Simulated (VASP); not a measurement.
Here is a VASP 6.6.1 calculation.

INCAR

```
SYSTEM = Ga2As
  ALGO = Fast
  EDIFF = 1E-6
  EDIFFG = -0.01
  ENCUT = 600
  GGA = PE
  IBRION = 2
  ISIF = 3
  ISMEAR = 0
  LASPH = .TRUE.
  LCHARG = .FALSE.
  LREAL = .FALSE.
  LWAVE = .FALSE.
  NELM = 80
  NSW = 100
  PREC = Accurate
  SIGMA = 0.1
```

File KPOINTS:

```
k-points
0
G
  12 12 12
  0 0 0
```

Contents of POSCAR:

```
Ga2As
1.0
    4.3512016991      0.0000000000      0.0000000000
   -2.1756008495      3.7682512084      0.0000000000
    0.0000000000      0.0000000000      4.2362675300
Ga As
2 1
Direct
    0.6666666667      0.3333333333      0.0000000000
    0.3333333333      0.6666666667      0.5000000000
    0.0000000000      0.0000000000      0.5000000000
```

Potentials or basis: VASP PAW PBE potentials, release 64 (Ga_d, As).

The run is started by

```console
$ cat potpaw_PBE.64/Ga_d/POTCAR potpaw_PBE.64/As/POTCAR > POTCAR
$ mpirun -np 1 vasp_std > vasp.out
```

(1) What does it give for the relaxed cell?

(2) Estimate the band gap on the k mesh.

(3) Estimate the space group after relaxing (to 0.1 Å).

(4) Predict the relaxed volume.

## Answers

(1) a = 4.378 Å, b = 4.378 Å, c = 4.030 Å, α = 90.00°, β = 90.00°, γ = 120.00°.

(2) zero (an odd number of electrons rules out a gap without spin polarisation).

(3) P-6m2 (No. 187).

(4) 22.30 Å³/atom.
